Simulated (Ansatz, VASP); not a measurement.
Cu: VASP beside Ansatz

Contents of POSCAR:

```
Cu
1.0
    0.0000000000      1.7890322452      1.7890322452
    1.7890322452      0.0000000000      1.7890322452
    1.7890322452      1.7890322452      0.0000000000
Cu
1
Direct
    0.0000000000      0.0000000000      0.0000000000
```

File INCAR.step1:

```
SYSTEM = Cu
ALGO = Normal
EDIFF = 1E-4
ENCUT = 520
GGA = PE
ISMEAR = -1
LASPH = .True.
LCHARG = .False.
LREAL = .False.
LWAVE = .True.
NBANDS = 12
NELM = 80
PREC = Accurate
SIGMA = 0.02
```

Contents of INCAR.step2:

```
SYSTEM = Cu
ALGO = Normal
EDIFF = 1E-7
ENCUT = 520
ISIF = 2
ISMEAR = -1
ISTART = 1
LASPH = .True.
LCHARG = .True.
LELF = .True.
LMIXTAU = .True.
LREAL = .False.
LVHAR = .True.
LWAVE = .False.
METAGGA = R2SCAN
NBANDS = 12
NELM = 80
PREC = Accurate
SIGMA = 0.02
```

File KPOINTS:

```
k-points
0
Gamma
  12 12 12
  0 0 0
```

Input for Ansatz:

```yaml
crystal:
  lattice:
    - [0.0, 1.7890322452, 1.7890322452]
    - [1.7890322452, 0.0, 1.7890322452]
    - [1.7890322452, 1.7890322452, 0.0]
  atoms:
    - { symbol: Cu, position: [0.0, 0.0, 0.0] }
kpoints:
  mp_grid: { grid: [12, 12, 12] }
  band_path:
    path:
      - [0.0, 0.0, 0.0]
      - [0.5, 0.0, 0.5]
      - [0.625, 0.25, 0.625]
      - [0.375, 0.375, 0.75]
      - [0.5, 0.5, 0.5]
      - [0.5, 0.25, 0.75]
      - [0.15, 0.15, 0.15]
    npoints: 1
hamiltonian:
  xc: r2scan
scf:
  occupations: { method: fermi_dirac, width: 0.02 }
  n_extra_bands: 4
output:
  forces: true
  stress: true
  eigenvalues: true
  write_density: true
  write_potential: true
  elf: true
  volumetric_format: npy
```

Alike in both runs: task single point; functional r2SCAN; k mesh 12 × 12 × 12; occupations fermi-dirac, width 0.02 eV; no spin polarisation.

```csv
,VASP,Ansatz
version,VASP 6.6.1,Ansatz 0.2.0
potentials or method,"VASP PAW PBE potentials, release 64 (Cu)","plane waves, PAW"
plane-wave cutoff (eV),520,500
valence electrons in the cell,11,19
```

VASP gave:

| Property | Result |
| --- | --- |
| pressure (GPa) | 0.3 |

Q: Estimate Ansatz's values.

A: Pressure (GPa): -0.3.

VASP's potentials were made for PBE, not for r2SCAN. The functional is the same, so the differences come from potentials, cutoffs and numerics. VASP's potentials hold 11 valence electrons a cell and Ansatz's 19, so a difference there can come from the potentials and not from the codes.
